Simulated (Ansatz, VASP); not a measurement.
Two plane-wave programs on CsSe2N

```
Se N Cs
1.0
     3.58001    0.00000    0.00000
    -1.79001    3.10038    0.00000
     0.00000   -2.06692    7.91004
Se N Cs
2 1 1
Cartesian
  0.0000 0.0000 5.1285
  1.7900 1.0335 2.7816
  1.7900 -1.0335 3.9550
  0.0000 0.0000 0.0000
```

Alike in both runs: functional LDA; k mesh 6 × 6 × 6; no spin polarisation.

Ansatz relaxed the structure, and its values are those at the end. VASP's run is a single point on that final structure, the one shown.

|  | VASP | Ansatz |
| --- | --- | --- |
| version | VASP 6.6.1 | Ansatz 0.2.0 |
| potentials or method | VASP PAW LDA potentials, release 64 (Se, N, Cs_sv), cutoff 520 eV | PAW plane waves |
| occupations | methfessel-paxton of order 1, width 0.15 eV | cold, width 0.15 eV |
| valence electrons in the cell | 26 | 46 |

Ansatz gave:

* gap on the k mesh at the Fermi level (eV): none
* pressure (GPa): 0.0
* rms of the force components (eV/Å): 0.000

Question: Which values does VASP return?

Answer: gap on the k mesh at the Fermi level (eV): none; pressure (GPa): 0.3; rms of the force components (eV/Å): 0.003.

LDA's correlation is that of Perdew and Zunger in VASP and of Perdew and Wang (1992) in Ansatz. A gap of «none» marks a metal or a gap that the smearing closes. VASP's potentials hold 26 valence electrons a cell and Ansatz's 46, so a difference there can come from the potentials and not from the codes. Ansatz's warnings: structure snapped to symmetry.

Neither program's run includes spin-orbit coupling.
